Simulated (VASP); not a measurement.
# MoS2 (P6_3/mmc) in VASP: notebook

The runs below take MoS2 through single point, with PBE.

Program: VASP 6.6.1. These are calculated values, not measurements. Logs are shortened: lines on timing, memory, paths and dates and some standing lists are left out, and cuts for length are marked.

**Measured values to compare with.**

From “Multiwavelength excitation Raman Scattering Analysis of bulk and 2 dimensional MoS2: Vibrational properties of atomically thin MoS2 layers”, 2015, arxiv:1506.03228, for a bulk crystal of MoS2 at 300 K: band gap 1.3 eV (indirect).

The runs below are set against these values where they give the same quantity.

## Step 1: The cell of the first run

It takes space group P6_3/mmc (No. 194, hexagonal). Conventional cell: a = 3.169 Å, b = 3.169 Å, c = 12.324 Å, α = 90.00°, β = 90.00°, γ = 120.00°. Mo (site symmetry -6m2) has 6 S at 2.41 Å and 6 Mo at 3.17 Å within 3.2 Å. S (site symmetry 3m) has 3 Mo at 2.41 Å and 7 S at 3.13 to 3.17 Å within 3.2 Å.

## Step 2: Single point, PBE

The input, INCAR:

```
ALGO     = Normal         # electronic algorithm
EDIFF    = 1E-6           # SCF threshold, eV
ENCUT    = 500            # plane-wave cutoff, eV
GGA      = PE             # functional
GGA_COMPAT= False        
ISIF     = 2              # what is computed and relaxed
ISMEAR   = 1              # smearing method
LASPH    = True           # aspherical terms in the spheres
LCHARG   = False          # write CHGCAR
LREAL    = False          # projectors in reciprocal space
LWAVE    = False          # write WAVECAR
NBANDS   = 35             # bands
NELM     = 120            # most SCF steps
PREC     = Accurate       # precision mode
SIGMA    = 0.134          # smearing width, eV
```

The input, KPOINTS:

```
k-points
0
Gamma
  9 9 2
```

The input, POSCAR:

```
MoS2
1.0
    3.1690000000      0.0000000000      0.0000000000
   -1.5845000000      2.7444350000      0.0000000000
    0.0000000000      0.0000000000     12.3240000000
Mo S
2 4
Direct
    0.3333333333      0.6666666667      0.2500000000
    0.6666666667      0.3333333333      0.7500000000
    0.3333333333      0.6666666667      0.6230000000
    0.6666666667      0.3333333333      0.1230000000
    0.3333333333      0.6666666667      0.8770000000
    0.6666666667      0.3333333333      0.3770000000
```

Potentials or basis: VASP PAW PBE potentials, release 64 (Mo_sv, S).

Command:

```bash
$ cat potpaw_PBE.64/Mo_sv/POTCAR potpaw_PBE.64/S/POTCAR > POTCAR
$ mpirun -np 1 vasp_std > vasp.out
```

OUTCAR:

```text
EDIFF = 1E-6
   ENCUT = 500
   GGA = PE
   ISIF = 2
   ISMEAR = 1
   LASPH = True
   LREAL = False
   NELM = 120
   PREC = Accurate

 ion  position               nearest neighbor table
   1  0.333  0.667  0.250-   4 2.41   6 2.41   4 2.41   6 2.41   4 2.41   6 2.41
   2  0.667  0.333  0.750-   3 2.41   5 2.41   3 2.41   5 2.41   3 2.41   5 2.41
   3  0.333  0.667  0.623-   2 2.41   2 2.41   2 2.41
   4  0.667  0.333  0.123-   1 2.41   1 2.41   1 2.41
   5  0.333  0.667  0.877-   2 2.41   2 2.41   2 2.41
   6  0.667  0.333  0.377-   1 2.41   1 2.41   1 2.41

  LATTYP: Found a hexagonal cell.
 ALAT       =     3.1690000000
 C/A-ratio  =     3.8889239508

  Lattice vectors:

 A1 = (   3.1690000000,   0.0000000000,   0.0000000000)
 A2 = (  -1.5845000000,   2.7444350000,   0.0000000000)
 A3 = (   0.0000000000,   0.0000000000,  12.3240000000)

Analysis of symmetry for initial positions (statically):
=====================================================================
 Subroutine PRICEL returns:
 Original cell was already a primitive cell.

 Routine SETGRP: Setting up the symmetry group for a
 hexagonal supercell.

 Subroutine GETGRP returns: Found 24 space group operations
 (whereof 12 operations were pure point group operations)
 out of a pool of 24 trial point group operations.

The static configuration has the point symmetry D_3d.
 The point group associated with its full space group is D_6h.

Analysis of symmetry for dynamics (positions and initial velocities):
=====================================================================
 Subroutine PRICEL returns:
 Original cell was already a primitive cell.

 Routine SETGRP: Setting up the symmetry group for a
 hexagonal supercell.

 Subroutine GETGRP returns: Found 24 space group operations
 (whereof 12 operations were pure point group operations)
 out of a pool of 24 trial point group operations.

The dynamic configuration has the point symmetry D_3d.
 The point group associated with its full space group is D_6h.

 Subroutine INISYM returns: Found 24 space group operations
 (whereof 12 operations are pure point group operations),
 and found     1 'primitive' translations

----------------------------------------------------------------------------------------

                                     Primitive cell

  volume of cell :     107.1832

  direct lattice vectors                    reciprocal lattice vectors
     3.169000000  0.000000000  0.000000000     0.315556958  0.182186862  0.000000000
    -1.584500000  2.744435000  0.000000000     0.000000000  0.364373724  0.000000000
     0.000000000  0.000000000 12.324000000     0.000000000  0.000000000  0.081142486

  length of vectors
     3.169000000  3.169000429 12.324000000     0.364373773  0.364373724  0.081142486

  position of ions in fractional coordinates (direct lattice)
     0.333333333  0.666666667  0.250000000
     0.666666667  0.333333333  0.750000000
     0.333333333  0.666666667  0.623000000
     0.666666667  0.333333333  0.123000000
     0.333333333  0.666666667  0.877000000
     0.666666667  0.333333333  0.377000000

  ion indices of the primitive-cell ions
   primitive index   ion index
                 1           1
                 2           2
                 3           3
                 4           4
                 5           5
                 6           6

----------------------------------------------------------------------------------------

 KPOINTS: k-points

Automatic generation of k-mesh.
 Grid dimensions read from file:
 generate k-points for:    9    9    2

 Generating k-lattice:

  Cartesian coordinates                     Fractional coordinates (reciprocal lattice)
     0.035061884  0.020242985  0.000000000     0.111111111 -0.000000000  0.000000000
     0.000000000  0.040485969  0.000000000     0.000000000  0.111111111  0.000000000
     0.000000000  0.000000000  0.040571243     0.000000000  0.000000000  0.500000000

  Length of vectors
     0.040485975  0.040485969  0.040571243

  Shift w.r.t. Gamma in fractional coordinates (k-lattice)
[... 43 lines left out ...]
   NGX = 11   NGY = 11   NGZ = 45

 number of electron      51.9999989 magnetization

 Free energy of the ion-electron system (eV)
  ---------------------------------------------------
  ext. energy  EPLUGINS =         0.00000000
  ---------------------------------------------------
  free energy    TOTEN  =       -43.61335860 eV

  energy without entropy =      -43.61340847  energy(sigma->0) =      -43.61337522

 E-fermi :   7.5970     XC(G=0): -10.8174

 val. band max:        7.4844831585   @ k =   0.0000   0.0000   0.0000
 cond. band min:       8.4585644286   @ k =   0.2222   0.1111   0.0000
 fundamental gap:      0.9740812701
 Fermi energy:         7.5969750597

 k-point     1 :       0.0000    0.0000    0.0000
  band No.  band energies     occupation
      1     -54.0198      2.00000
      2     -54.0198      2.00000
      3     -28.1689      2.00000
      4     -28.1688      2.00000
      5     -27.9496      2.00000
      6     -27.9496      2.00000
[... 27 lines left out ...]
     34       9.9298     -0.00000
     35      13.0547      0.00000

 k-point     2 :       0.1111    0.0000    0.0000
  band No.  band energies     occupation
      1     -54.0152      2.00000
      2     -54.0152      2.00000
      3     -28.1598      2.00000
      4     -28.1597      2.00000
      5     -27.9961      2.00000
      6     -27.9961      2.00000
[... 27 lines left out ...]
     34       9.9546     -0.00000
     35      13.8705      0.00000

 k-point     3 :       0.2222   -0.0000    0.0000
  band No.  band energies     occupation
      1     -54.0035      2.00000
      2     -54.0035      2.00000
      3     -28.1367      2.00000
      4     -28.1366      2.00000
      5     -28.1123      2.00000
      6     -28.1123      2.00000
[... 27 lines left out ...]
     34      10.5921      0.00000
     35      14.8963      0.00000
[... 723 lines left out ...]
 k-point    23 :       0.3333    0.2222    0.5000
  band No.  band energies     occupation
      1     -53.9775      2.00000
      2     -53.9775      2.00000
      3     -28.2791      2.00000
      4     -28.2791      2.00000
      5     -28.1306      2.00000
      6     -28.1306      2.00000
[... 27 lines left out ...]
     34      11.4906      0.00000
     35      14.0440      0.00000

 k-point    24 :       0.3333    0.3333    0.5000
  band No.  band energies     occupation
      1     -53.9752      2.00000
      2     -53.9752      2.00000
      3     -28.2409      2.00000
      4     -28.2409      2.00000
      5     -28.1971      2.00000
      6     -28.1971      2.00000
[... 27 lines left out ...]
     34      11.6756      0.00000
     35      14.1705      0.00000

------------------------ aborting loop because EDIFF is reached ----------------------------------------

  FORCE on cell =-STRESS in cart. coord.  units (eV):
  Direction    XX          YY          ZZ          XY          YZ          ZX
  --------------------------------------------------------------------------------------
  -------------------------------------------------------------------------------------
  Total        1.1576399      1.1576403      1.4019556      0.0000000      0.0000000      0.0000000
  in kB       17.3044252     17.3044315     20.9564619      0.0000000      0.0000000      0.0000000
  external PRESSURE =      18.5217729 kB  Pullay stress =       0.0000000 kB

 VOLUME and BASIS-vectors are now :
 -----------------------------------------------------------------------------
  energy-cutoff  :      500.00
  volume of cell :      107.18
      direct lattice vectors                 reciprocal lattice vectors
     3.169000000  0.000000000  0.000000000     0.315556958  0.182186862  0.000000000
    -1.584500000  2.744435000  0.000000000     0.000000000  0.364373724  0.000000000
     0.000000000  0.000000000 12.324000000     0.000000000  0.000000000  0.081142486

 POSITION                                       TOTAL-FORCE (eV/Angst)
 -----------------------------------------------------------------------------------
     -0.00000      1.82962      3.08100        -0.000000     -0.000000      0.000000
      1.58450      0.91481      9.24300         0.000000      0.000000      0.000000
     -0.00000      1.82962      7.67785        -0.000000     -0.000000      0.077685
      1.58450      0.91481      1.51585         0.000000      0.000000      0.077685
     -0.00000      1.82962     10.80815        -0.000000     -0.000000     -0.077685
      1.58450      0.91481      4.64615        -0.000000      0.000000     -0.077685
 -----------------------------------------------------------------------------------
    total drift:                                0.000000     -0.000000      0.000000

  FREE ENERGIE OF THE ION-ELECTRON SYSTEM (eV)
  ---------------------------------------------------
  free  energy   TOTEN  =       -43.6133586034 eV

  energy  without entropy=      -43.6134084667  energy(sigma->0) =      -43.61337522
```

Wall time 1.9 min (1 thread of AMD EPYC 7R43 (Zen 3), shared host); peak memory 0.2 GiB.

What came out:

| Property | Result |
| --- | --- |
| Free energy | -43.6134 eV |
| Pressure | 1.9 GPa |
| Largest force | 0.078 eV/Å |
| Band gap on the k mesh | 0.97 eV, indirect (least direct gap 1.66 eV) |

Forces in eV/Å, atoms in the order of the input:
```
Mo   0.000  0.000  0.000
Mo   0.000  0.000  0.000
S    0.000  0.000  0.078
S    0.000  0.000  0.078
S    0.000  0.000 -0.078
S    0.000  0.000 -0.078
```

Caveat: this functional lacks dispersion, which binds the layers, so the pressure and a relaxed spacing across them are unreliable.

## Step 3: Single point, PBE

The input, INCAR:

```
SYSTEM = MoS2
  ALGO = Normal
  EDIFF = 1E-6
  ENCUT = 500
  GGA = PE
  GGA_COMPAT = .False.
  ISIF = 2
  ISMEAR = 1
  LASPH = .True.
  LCHARG = .True.
  LELF = .True.
  LREAL = .False.
  LVHAR = .True.
  LWAVE = .False.
  NBANDS = 35
  NELM = 120
  PREC = Accurate
  SIGMA = 0.134
```

The input, KPOINTS:

```
k-points
0
Gamma
  9 9 2
  0 0 0
```

POSCAR is that of step 2.

Potentials or basis: VASP PAW PBE potentials, release 64 (Mo_sv, S).

Command:

```bash
$ cat potpaw_PBE.64/Mo_sv/POTCAR potpaw_PBE.64/S/POTCAR > POTCAR
$ mpirun -np 1 vasp_std > vasp.out
```

Run time: 2.2 min. Hardware: 1 thread of AMD EPYC 7R43 (Zen 3), shared host; peak memory 0.2 GiB.

It converged, with:

```yaml
Free_energy: -43.6134 eV
Pressure: 1.9 GPa
Largest_force: 0.078 eV/Å
Band_gap_on_the_k_mesh: 0.97 eV, indirect (least direct gap 1.66 eV)
```

Forces in eV/Å, atoms in the order of the input:
```
Mo   0.000  0.000  0.000
Mo   0.000  0.000  0.000
S    0.000  0.000  0.078
S    0.000  0.000  0.078
S    0.000  0.000 -0.078
S    0.000  0.000 -0.078
```

Stress tensor (GPa, compression positive):
```
1.73 0.00 0.00
0.00 1.73 0.00
0.00 0.00 2.10
```

Levels at points of the mesh, in eV from the valence-band top:
```
           k point  band 22  band 23  band 24  band 25  band 26  band 27  band 28  band 29  band 30  band 31
(0.00, 0.00, 0.00)    -2.12    -2.12    -1.18    -1.14     0.00     2.11     2.11     2.14     2.14     2.27
(0.00, 0.00, 0.50)    -2.14    -2.14    -2.14    -0.26    -0.26     2.11     2.11     2.11     2.11     2.37
```

Caveat: this functional lacks dispersion, which binds the layers, so the pressure and a relaxed spacing across them are unreliable.

## Step 4: Single point, PBE

The input, INCAR:

```
PREC = Accurate ; ENCUT = 500
EDIFF = 1E-6 ; ISMEAR = 1
SIGMA = 0.1 ; LREAL = F
LASPH = T ; NELM = 120
ALGO = Normal ; ISIF = 2
LWAVE = F ; LCHARG = F
GGA = PE ; NBANDS = 35
GGA_COMPAT = F
```

The input, KPOINTS:

```
regular mesh
0
Gamma
  9 9 2
```

POSCAR is that of step 3.

Command:

```bash
$ cat potpaw_PBE.64/Mo_sv/POTCAR potpaw_PBE.64/S/POTCAR > POTCAR
$ mpirun -np 1 vasp_std > vasp.out
```

Run time: 2.4 min. Hardware: 1 thread of AMD EPYC 7R43 (Zen 3), shared host; peak memory 0.21 GiB.

The run converged. Its results:

* Free energy: -43.6134 eV
* Pressure: 1.9 GPa
* Largest force: 0.078 eV/Å
* Band gap on the k mesh: 0.97 eV, indirect (least direct gap 1.66 eV)

Forces in eV/Å, atoms in the order of the input:
```
Mo   0.000  0.000  0.000
Mo   0.000  0.000  0.000
S    0.000  0.000  0.078
S    0.000  0.000  0.078
S    0.000  0.000 -0.078
S    0.000  0.000 -0.078
```

Stress tensor (GPa, compression positive):
```
1.73 0.00 0.00
0.00 1.73 0.00
0.00 0.00 2.10
```

Levels at points of the mesh, in eV from the valence-band top:
```
           k point  band 23  band 24  band 25  band 26  band 27  band 28  band 29  band 30
(0.00, 0.00, 0.00)    -2.12    -1.18    -1.14     0.00     2.11     2.11     2.14     2.14
(0.00, 0.00, 0.50)    -2.14    -2.14    -0.26    -0.26     2.11     2.11     2.11     2.11
```

Caveat: this functional lacks dispersion, which binds the layers, so the pressure and a relaxed spacing across them are unreliable.

## Step 5: Single point, PBE

The input, INCAR:

```
ALGO     = Normal         # electronic algorithm
EDIFF    = 1E-6           # SCF threshold, eV
ENCUT    = 500            # plane-wave cutoff, eV
GGA      = PE             # functional
GGA_COMPAT= False        
ISIF     = 2              # what is computed and relaxed
ISMEAR   = 1              # smearing method
LASPH    = True           # aspherical terms in the spheres
LCHARG   = True           # write CHGCAR
LELF     = True           # ELF
LREAL    = False          # projectors in reciprocal space
LVHAR    = True         
LWAVE    = False          # write WAVECAR
NBANDS   = 35             # bands
NELM     = 120            # most SCF steps
PREC     = Accurate       # precision mode
SIGMA    = 0.05           # smearing width, eV
```

The input, KPOINTS:

```
k-points
0
Gamma
  9 9 2
```

POSCAR is that of step 4.

Command:

```bash
$ cat potpaw_PBE.64/Mo_sv/POTCAR potpaw_PBE.64/S/POTCAR > POTCAR
$ mpirun -np 1 vasp_std > vasp.out
```

Wall time 2.2 min (1 thread of AMD EPYC 7R43 (Zen 3), shared host); peak memory 0.2 GiB.

Results (log left out):

```
Free energy            : -43.6134 eV
Pressure               : 1.9 GPa
Largest force          : 0.078 eV/Å
Band gap on the k mesh : 0.97 eV, indirect (least direct gap 1.66 eV)
```

Forces in eV/Å, atoms in the order of the input:
```
Mo   0.000  0.000  0.000
Mo   0.000  0.000  0.000
S    0.000  0.000  0.078
S    0.000  0.000  0.078
S    0.000  0.000 -0.078
S    0.000  0.000 -0.078
```

Stress tensor (GPa, compression positive):
```
1.73 0.00 0.00
0.00 1.73 0.00
0.00 0.00 2.10
```

Levels at points of the mesh, in eV from the valence-band top:
```
           k point  band 24  band 25  band 26  band 27  band 28  band 29
(0.00, 0.00, 0.00)    -1.18    -1.14     0.00     2.11     2.11     2.14
(0.00, 0.00, 0.50)    -2.14    -0.26    -0.26     2.11     2.11     2.11
```

Caveat: this functional lacks dispersion, which binds the layers, so the pressure and a relaxed spacing across them are unreliable.

## Step 6: Single point, PBE

The input, INCAR:

```
PREC = Accurate ; ENCUT = 500
EDIFF = 1E-6 ; ISMEAR = 1
SIGMA = 0.025 ; LREAL = False
LASPH = True ; NELM = 120
ALGO = Normal ; ISIF = 2
LWAVE = False ; LCHARG = False
GGA = PE ; NBANDS = 35
GGA_COMPAT = False
```

The input, KPOINTS:

```
regular mesh
0
Gamma
  9 9 2
```

POSCAR is that of step 5.

Potentials or basis: VASP PAW PBE potentials, release 64 (Mo_sv, S).

Command:

```bash
$ cat potpaw_PBE.64/Mo_sv/POTCAR potpaw_PBE.64/S/POTCAR > POTCAR
$ mpirun -np 1 vasp_std > vasp.out
```

Wall time 2.4 min (1 thread of AMD EPYC 7R43 (Zen 3), shared host); peak memory 0.2 GiB.

Results (log left out):

| Item | Value |
| --- | --- |
| Free energy | -43.6134 eV |
| Pressure | 1.9 GPa |
| Largest force | 0.078 eV/Å |
| Band gap on the k mesh | 0.97 eV, indirect (least direct gap 1.66 eV) |

Forces in eV/Å, atoms in the order of the input:
```
Mo   0.000  0.000  0.000
Mo   0.000  0.000  0.000
S    0.000  0.000  0.078
S    0.000  0.000  0.078
S    0.000  0.000 -0.078
S    0.000  0.000 -0.078
```

Stress tensor (GPa, compression positive):
```
1.73 0.00 0.00
0.00 1.73 0.00
0.00 0.00 2.10
```

Levels at points of the mesh, in eV from the valence-band top:
```csv
k point,band 22,band 23,band 24,band 25,band 26,band 27,band 28,band 29,band 30,band 31
"(0.00, 0.00, 0.00)",-2.12,-2.12,-1.18,-1.14,0.00,2.11,2.11,2.14,2.14,2.27
"(0.00, 0.00, 0.50)",-2.14,-2.14,-2.14,-0.26,-0.26,2.11,2.11,2.11,2.11,2.37
```

Caveat: this functional lacks dispersion, which binds the layers, so the pressure and a relaxed spacing across them are unreliable.

## Step 7: Overview

```csv
smearing,gap on the mesh (eV),pressure (GPa),largest force (eV/Å)
methfessel-paxton 0.134 eV,0.97,1.9,0.08
methfessel-paxton 0.1 eV,0.97,1.9,0.08
methfessel-paxton 0.05 eV,0.97,1.9,0.08
methfessel-paxton 0.025 eV,0.97,1.9,0.08
```

Alike in all rows: task single point; level PBE; potentials or basis VASP PAW PBE potentials, release 64 (Mo_sv, S); no spin polarisation; cell as given; k mesh 9 × 9 × 2; cutoff (eV) 500.

On the cell as given the gap runs from 0.97 eV (PBE) to 0.97 eV (PBE).

Caveats: this functional lacks dispersion, which binds the layers, so the pressure and a relaxed spacing across them are unreliable.

Total energies depend on the potentials used, so only differences within one code and one set of settings carry meaning.

## Step 8: Against experiment

Step 2. Measured gap of MoS2: 1.3 eV (indirect; 300 K; “Multiwavelength excitation Raman Scattering Analysis of bulk and 2 dimensional MoS2: Vibrational properties of atomically thin MoS2 layers”, 2015, arxiv:1506.03228). This calculation gives 0.97 eV (-0.33 eV). Spin-orbit coupling on Mo is left out. The value is that of PBE on a finite k mesh, which can miss the band edges, without temperature or zero-point motion. Semilocal functionals fall short of measured gaps as a rule.

Step 3. Against the measured gap of MoS2, 1.3 eV (indirect; 300 K; “Multiwavelength excitation Raman Scattering Analysis of bulk and 2 dimensional MoS2: Vibrational properties of atomically thin MoS2 layers”, 2015, arxiv:1506.03228), the calculated 0.97 eV is off by -0.33 eV. Spin-orbit coupling on Mo is left out. The value is that of PBE on a finite k mesh, which can miss the band edges, without temperature or zero-point motion. Semilocal functionals fall short of measured gaps as a rule.

Step 4. Measured gap of MoS2: 1.3 eV (indirect; 300 K; “Multiwavelength excitation Raman Scattering Analysis of bulk and 2 dimensional MoS2: Vibrational properties of atomically thin MoS2 layers”, 2015, arxiv:1506.03228). This calculation gives 0.97 eV (-0.33 eV). Spin-orbit coupling on Mo is left out. The value is that of PBE on a finite k mesh, which can miss the band edges, without temperature or zero-point motion. Semilocal functionals fall short of measured gaps as a rule.

Step 5. Measured gap of MoS2: 1.3 eV (indirect; 300 K; “Multiwavelength excitation Raman Scattering Analysis of bulk and 2 dimensional MoS2: Vibrational properties of atomically thin MoS2 layers”, 2015, arxiv:1506.03228). This calculation gives 0.97 eV (-0.33 eV). Spin-orbit coupling on Mo is left out. The value is that of PBE on a finite k mesh, which can miss the band edges, without temperature or zero-point motion. Semilocal functionals fall short of measured gaps as a rule.

Step 6. Against the measured gap of MoS2, 1.3 eV (indirect; 300 K; “Multiwavelength excitation Raman Scattering Analysis of bulk and 2 dimensional MoS2: Vibrational properties of atomically thin MoS2 layers”, 2015, arxiv:1506.03228), the calculated 0.97 eV is off by -0.33 eV. Spin-orbit coupling on Mo is left out. The value is that of PBE on a finite k mesh, which can miss the band edges, without temperature or zero-point motion. Semilocal functionals fall short of measured gaps as a rule.
